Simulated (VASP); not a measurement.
# Nb (Pm-3m) in VASP: settings compared

Aim: see how the results for Nb move with the level of theory and the settings. Levels: HF, HSE06. Tasks: single point.

Everything below comes from runs of VASP 6.6.1. Logs are shortened: lines on timing, memory, paths and dates and some standing lists are left out, and cuts for length are marked.

## Step 1: The cell of the first run

The structure is cubic, space group Pm-3m (No. 221). The conventional cell has a = 2.720 Å, b = 2.720 Å, c = 2.720 Å, α = 90.00°, β = 90.00°, γ = 90.00°. Nb (site symmetry m-3m) has 6 Nb at 2.72 Å within 3.6 Å.

This isn't the form of Nb at room conditions, which is bcc.

## Step 2: Single point, HF

File POSCAR:

```
Nb
1.0
    2.7196400000      0.0000000000      0.0000000000
    0.0000000000      2.7196400000      0.0000000000
    0.0000000000      0.0000000000      2.7196400000
Nb
1
Direct
    0.5000000000      0.5000000000      0.5000000000
```

File INCAR.step1:

```
PREC = Accurate
ENCUT = 520
EDIFF = 1E-5
ISMEAR = -1
SIGMA = 0.05
LREAL = F
LASPH = T
NELM = 100
ALGO = Normal
ISIF = 2
LWAVE = T
LCHARG = F
GGA = PE
NBANDS = 12
```

File INCAR.step2:

```
PREC = Accurate
ENCUT = 520
EDIFF = 1E-6
ISMEAR = -1
SIGMA = 0.05
LREAL = F
LASPH = T
NELM = 100
ALGO = Normal
ISIF = 2
LWAVE = F
LCHARG = F
GGA = PE
LHFCALC = T
AEXX = 1.0
ALDAC = 0.0
AGGAC = 0.0
PRECFOCK = Normal
ISTART = 1
NBANDS = 12
```

File KPOINTS:

```
regular mesh
0
Gamma
  5 5 5
```

Potentials or basis: VASP PAW PBE potentials, release 64 (Nb_sv).

On the command line:

```
cat potpaw_PBE.64/Nb_sv/POTCAR > POTCAR
cp INCAR.step1 INCAR
mpirun -np 1 vasp_std > vasp.out
cp INCAR.step2 INCAR
mpirun -np 1 vasp_std > vasp.out
```

OUTCAR:

```text
PREC = Accurate
   ENCUT = 520
   EDIFF = 1E-6
   ISMEAR = -1
   LREAL = F
   LASPH = T
   NELM = 100
   ISIF = 2
   GGA = PE
   LHFCALC = T
   AEXX = 1.0
   PRECFOCK = Normal
   ISTART = 1

 ion  position               nearest neighbor table
   1  0.500  0.500  0.500-

  LATTYP: Found a simple cubic cell.
 ALAT       =     2.7196400000

  Lattice vectors:

 A1 = (   2.7196400000,   0.0000000000,   0.0000000000)
 A2 = (   0.0000000000,   2.7196400000,   0.0000000000)
 A3 = (   0.0000000000,   0.0000000000,   2.7196400000)

Analysis of symmetry for initial positions (statically):
=====================================================================
 Subroutine PRICEL returns:
 Original cell was already a primitive cell.

 Routine SETGRP: Setting up the symmetry group for a
 simple cubic supercell.

 Subroutine GETGRP returns: Found 48 space group operations
 (whereof 48 operations were pure point group operations)
 out of a pool of 48 trial point group operations.

The static configuration has the point symmetry O_h .

Analysis of symmetry for dynamics (positions and initial velocities):
=====================================================================
 Subroutine PRICEL returns:
 Original cell was already a primitive cell.

 Routine SETGRP: Setting up the symmetry group for a
 simple cubic supercell.

 Subroutine GETGRP returns: Found 48 space group operations
 (whereof 48 operations were pure point group operations)
 out of a pool of 48 trial point group operations.

The dynamic configuration has the point symmetry O_h .

 Subroutine INISYM returns: Found 48 space group operations
 (whereof 48 operations are pure point group operations),
 and found     1 'primitive' translations

----------------------------------------------------------------------------------------

                                     Primitive cell

  volume of cell :      20.1157

  direct lattice vectors                    reciprocal lattice vectors
     2.719640000  0.000000000  0.000000000     0.367695724  0.000000000  0.000000000
     0.000000000  2.719640000  0.000000000     0.000000000  0.367695724  0.000000000
     0.000000000  0.000000000  2.719640000     0.000000000  0.000000000  0.367695724

  length of vectors
     2.719640000  2.719640000  2.719640000     0.367695724  0.367695724  0.367695724

  position of ions in fractional coordinates (direct lattice)
     0.500000000  0.500000000  0.500000000

  ion indices of the primitive-cell ions
   primitive index   ion index
                 1           1

----------------------------------------------------------------------------------------

 KPOINTS: regular mesh

Automatic generation of k-mesh.
 Grid dimensions read from file:
 generate k-points for:    5    5    5

 Generating k-lattice:

  Cartesian coordinates                     Fractional coordinates (reciprocal lattice)
     0.073539145  0.000000000  0.000000000     0.200000000  0.000000000  0.000000000
     0.000000000  0.073539145  0.000000000     0.000000000  0.200000000  0.000000000
     0.000000000  0.000000000  0.073539145     0.000000000  0.000000000  0.200000000

  Length of vectors
     0.073539145  0.073539145  0.073539145

  Shift w.r.t. Gamma in fractional coordinates (k-lattice)
     0.000000000  0.000000000  0.000000000

 Subroutine IBZKPT returns following result:
 ===========================================

 Found     10 irreducible k-points:

 Following reciprocal coordinates:
            Coordinates               Weight
  0.000000  0.000000  0.000000      1.000000
  0.200000  0.000000  0.000000      6.000000
  0.400000  0.000000  0.000000      6.000000
  0.200000  0.200000  0.000000     12.000000
  0.400000  0.200000  0.000000     24.000000
  0.400000  0.400000  0.000000     12.000000
  0.200000  0.200000  0.200000      8.000000
  0.400000  0.200000  0.200000     24.000000
  0.400000  0.400000  0.200000     24.000000
  0.400000  0.400000  0.400000      8.000000
   k-points           NKPTS =     10   k-points in BZ     NKDIM =    125   number of bands    NBANDS=     12
   number of dos      NEDOS =    301   number of ions     NIONS =      1
   total plane-waves  NPLWV =   8000
   dimension x,y,z NGX =    20 NGY =   20 NGZ =   20
   dimension x,y,z NGXF=    40 NGYF=   40 NGZF=   40
   ions per type =               1
   NGX,Y,Z   is equivalent  to a cutoff of  12.23, 12.23, 12.23 a.u.
   NGXF,Y,Z  is equivalent  to a cutoff of  24.45, 24.45, 24.45 a.u.
 SYSTEM =  unknown system
   PREC   = accura    normal or accurate (medium, high low for compatibility)
   ISTART =      1    job   : 0-new  1-cont  2-samecut
   ICHARG =      0    charge: 1-file 2-atom 10-const
   ISPIN  =      1    spin polarized calculation?
   LNONCOLLINEAR =      F non collinear calculations
   LSORBIT =      F    spin-orbit coupling
   LASPH  =      T    aspherical Exc in radial PAW
   ENCUT  =  520.0 eV  38.22 Ry    6.18 a.u.   5.06  5.06  5.06*2*pi/ulx,y,z
   NELM   =    100;   NELMIN=  2; NELMDL=  0     # of ELM steps
   EDIFF  = 0.1E-05   stopping-criterion for ELM
   LREAL  =      F    real-space projection
   EDIFFG = 0.1E-04   stopping-criterion for IOM
   NSW    =      0    number of steps for IOM
   IBRION =     -1    ionic relax: 0-MD 1-quasi-New 2-CG
   NFREE  =      0    steps in history (QN), initial steepest desc. (CG)
   ISIF   =      2    stress and relaxation
   ISYM   =      3    0-nonsym 1-usesym 2-fastsym
   POTIM  = 0.5000    time-step for ionic-motion
   TEBEG  =    0.0;   TEEND  =   0.0 temperature during run
   PSTRESS=    0.0 pullay stress
   NELECT =      13.0000    total number of electrons
   NUPDOWN=      -1.0000    fix difference up-down
   EMIN   =  10.00;   EMAX   =-10.00  energy-range for DOS
   EFERMI =   0.00;   METHOD = LEGACY
   ISMEAR =    -1;   SIGMA  =   0.05  broadening in eV -4-tet -1-fermi 0-gaus
   EFERMI_NEDOS =   21; number of points for ismear=-14 and -15
   IALGO  =     38    algorithm
   IMIX   =      1    mixing-type and parameters
     AMIX     =   0.40;   BMIX     =  1.00
     AMIX_MAG =   1.60;   BMIX_MAG =  1.00
  volume/ion in A,a.u.               =      20.12       135.75
  Fermi-wavevector in a.u.,A,eV,Ry     =   1.415396  2.674710 27.257162  2.003345
  Thomas-Fermi vector in A             =   2.536839
   LORBIT       =      0    0 simple, 1 ext, 2 COOP (PROOUT), +10 PAW based schemes
   GGA     = PE    functional components
   LHFCALC =     T    Hartree Fock is set to
   PRECFOCK=normal    Normal, Fast or Accurate (Low or Medium for compatibility)
   ENCUT4O =  -1.0   cutoff for four orbital integrals eV
   NKREDX  =     1    reduce k-point grid by
   NKREDY  =     1    reduce k-point grid by
   NKREDZ  =     1    reduce k-point grid by
   AEXX    =    1.0000 exact exchange contribution
   HFSCREEN=    0.0000 screening length (either q_TF or 0.3 A-1)
   HFSCREENC=   0.0000 screening length for correlation (either q_TF or 0.3 A-1)
   ENCUTFOCK=  -1.0 apply spherical cutoff to Coloumb kernel
   IVDW    =     0    specifies the selected vdW correction
   LEPSILON=     F    determine dielectric tensor
   LRPA    =     F    only Hartree local field effects (RPA)
 non-spin polarized calculation
  energy-cutoff  :      520.00
  volume of cell :       20.12
 maximum number of plane-waves:       553
  NGX = 16; NGY = 16; NGZ = 16

 number of electron      12.9999997 magnetization

 Free energy of the ion-electron system (eV)
  ---------------------------------------------------
  ext. energy  EPLUGINS =         0.00000000
  ---------------------------------------------------
  free energy    TOTEN  =       -18.08221782 eV

  energy without entropy =      -18.07895217  energy(sigma->0) =      -18.08058500

 E-fermi :   9.7177     XC(G=0):   0.0000

 val. band max:        9.7008511245   @ k =   0.4000   0.0000   0.0000
 cond. band min:      11.9348051345   @ k =   0.4000   0.2000   0.2000
 fundamental gap:      2.2339540100
 Fermi energy:         9.7176958043

 k-point     1 :       0.0000    0.0000    0.0000
  band No.  band energies     occupation
      1     -60.2565      2.00000
      2     -29.5445      2.00000
      3     -29.5445      2.00000
      4     -29.5445      2.00000
      5      -0.1043      2.00000
      6       3.2051      2.00000
      7       3.2051      2.00000
      8      22.8925      0.00000
      9      22.8925      0.00000
     10      22.8925      0.00000
     11      31.2779      0.00000
     12      31.2779      0.00000

 k-point     2 :       0.2000    0.0000    0.0000
  band No.  band energies     occupation
      1     -60.1627      2.00000
      2     -30.3848      2.00000
      3     -29.4922      2.00000
      4     -29.4922      2.00000
      5       1.4161      2.00000
      6       3.6087      2.00000
      7       5.3614      2.00000
      8      20.8432      0.00000
      9      20.8432      0.00000
     10      23.0509      0.00000
     11      27.2074      0.00000
     12      33.7404      0.00000

 k-point     3 :       0.4000    0.0000    0.0000
  band No.  band energies     occupation
      1     -60.0069      2.00000
      2     -31.6227      2.00000
      3     -29.4071      2.00000
      4     -29.4071      2.00000
      5       4.2437      2.00000
      6       4.3236      2.00000
      7       9.7009      1.16687
      8      18.5776      0.00000
      9      18.5776      0.00000
     10      23.3176      0.00000
     11      25.2270      0.00000
     12      30.1455      0.00000
[... 76 lines left out ...]
 k-point     9 :       0.4000    0.4000    0.2000
  band No.  band energies     occupation
      1     -59.6967      2.00000
      2     -31.2002      2.00000
      3     -31.1642      2.00000
      4     -29.9698      2.00000
      5       5.4902      2.00000
      6       9.1890      1.99995
      7      14.6841      0.00000
      8      14.7803      0.00000
      9      19.4892      0.00000
     10      22.7360      0.00000
     11      27.7526      0.00000
     12      28.2145      0.00000

 k-point    10 :       0.4000    0.4000    0.4000
  band No.  band energies     occupation
      1     -59.5629      2.00000
      2     -31.0426      2.00000
      3     -31.0008      2.00000
      4     -31.0008      2.00000
      5       6.9249      2.00000
      6       8.6411      2.00000
      7       8.6411      2.00000
      8      19.5784      0.00000
      9      19.5784      0.00000
     10      23.8753      0.00000
     11      25.3471      0.00000
     12      31.1954      0.00000

------------------------ aborting loop because EDIFF is reached ----------------------------------------

  FORCE on cell =-STRESS in cart. coord.  units (eV):
  Direction    XX          YY          ZZ          XY          YZ          ZX
  --------------------------------------------------------------------------------------
  -------------------------------------------------------------------------------------
  Total        1.9889205      1.9889205      1.9889205      0.0000000     -0.0000000     -0.0000000
  in kB      158.4140672    158.4140672    158.4140672      0.0000000     -0.0000000     -0.0000000
  external PRESSURE =     158.4140672 kB  Pullay stress =       0.0000000 kB

 VOLUME and BASIS-vectors are now :
 -----------------------------------------------------------------------------
  energy-cutoff  :      520.00
  volume of cell :       20.12
      direct lattice vectors                 reciprocal lattice vectors
     2.719640000  0.000000000  0.000000000     0.367695724  0.000000000  0.000000000
     0.000000000  2.719640000  0.000000000     0.000000000  0.367695724  0.000000000
     0.000000000  0.000000000  2.719640000     0.000000000  0.000000000  0.367695724

 POSITION                                       TOTAL-FORCE (eV/Angst)
 -----------------------------------------------------------------------------------
      1.35982      1.35982      1.35982         0.000000      0.000000      0.000000
 -----------------------------------------------------------------------------------
    total drift:                               -0.000000      0.000000      0.000000

  FREE ENERGIE OF THE ION-ELECTRON SYSTEM (eV)
  ---------------------------------------------------
  free  energy   TOTEN  =       -18.0822178232 eV

  energy  without entropy=      -18.0789521694  energy(sigma->0) =      -18.08058500
```

It took 2.8 min on 1 thread of Intel Xeon Platinum 8488C (Sapphire Rapids), shared host; peak memory 0.13 GiB.

Results:

| Property | Result |
| --- | --- |
| Free energy | -18.0822 eV |
| Pressure | 15.8 GPa |
| Band gap on the k mesh | zero (an odd number of electrons rules out a gap without spin polarisation) |

Levels at points of the mesh, in eV from the Fermi level:
| k point | band 5 | band 6 | band 7 | band 8 | band 9 | band 10 |
| --- | --- | --- | --- | --- | --- | --- |
| (0.00, 0.00, 0.00) | -9.82 | -6.51 | -6.51 | 13.17 | 13.17 | 13.17 |

Caveat: the k points lie up to 0.46 Å⁻¹ apart, too coarse for converged energies and pressures of a metal; the PAW data sets were made with another functional, which shifts forces and pressure a little.

(Part 1 of 2 ends here.)

The gap in the log of VASP goes by the Fermi energy; the results here count the filled bands.